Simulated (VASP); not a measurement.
Crystal: Ti3Al.

```
Ti Al
1.0
     0.00000    3.31890    3.31890
     3.31890    0.00000    3.31890
     3.31890    3.31890    0.00000
Ti Al
3 1
Direct
  0.75000 0.75000 0.75000
  0.25000 0.25000 0.25000
  0.00000 0.00000 0.00000
  0.50000 0.50000 0.50000
```

Base run:

```yaml
Program: VASP 6.6.1
Functional: PBEsol
Potentials_or_basis: VASP PAW PBE potentials, release 64 (Ti_sv, Al)
Cutoff: 520 eV
k_mesh: 12 × 12 × 12
Occupations: gaussian, width 0.15 eV
Spin: collinear spin, ferromagnetic start
Starting_moments: "[0.2, 0.2, 0.2, 0.0] μB"
Fixed_moment: 0.6 μB
```

Its results: pressure -11.7 GPa; site moments Ti +0.01, +0.46; Al -0.01 μB.

Question: The run is repeated on the same cell with these changes: fixed moment from 0.6 μB to 3 μB; moments at the start from [0.2, 0.2, 0.2, 0.0] to [1.0, 1.0, 1.0, 0.0]. What comes out?

Answer: Pressure -10.2 GPa; site moments Ti +0.53, +1.13; Al -0.03 μB.

Caveats: the PAW data sets were made with another functional, which shifts forces and pressure a little; the total moment is fixed, so each spin has its own Fermi level.
